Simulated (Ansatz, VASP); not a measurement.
# One calculation of Zn, two programs

```
CELL_PARAMETERS angstrom
2.65208 0.00000 0.00000
-1.32604 2.29677 0.00000
0.00000 0.00000 4.93267
ATOMIC_POSITIONS crystal
Zn 0.66667 0.33333 0.75000
Zn 0.33333 0.66667 0.25000
```

Change from the starting cell: volume scaled by 0.98.

Alike in both runs: task single point; functional PBE; k mesh 11 × 11 × 6; occupations fermi-dirac, width 0.05 eV; no spin polarisation.

|  | VASP | Ansatz |
| --- | --- | --- |
| version | VASP 6.6.1 | Ansatz 0.2.0 |
| potentials or method | VASP PAW PBE potentials, release 64 (Zn), cutoff 520 eV | all-electron LAPW, scalar-relativistic |

|  | VASP | Ansatz | Ansatz less VASP |
| --- | --- | --- | --- |
| gap on the k mesh at the Fermi level (eV) | none | none | - |
| pressure (GPa) | 1.2 | 0.8 | -0.34 |
| traceless stress, the component that is largest in VASP (GPa) | -1.14 | -1.03 | +0.110 |

A gap of «none» marks a metal or a gap that the smearing closes. Ansatz ran all-electron here, and VASP with PAW potentials.
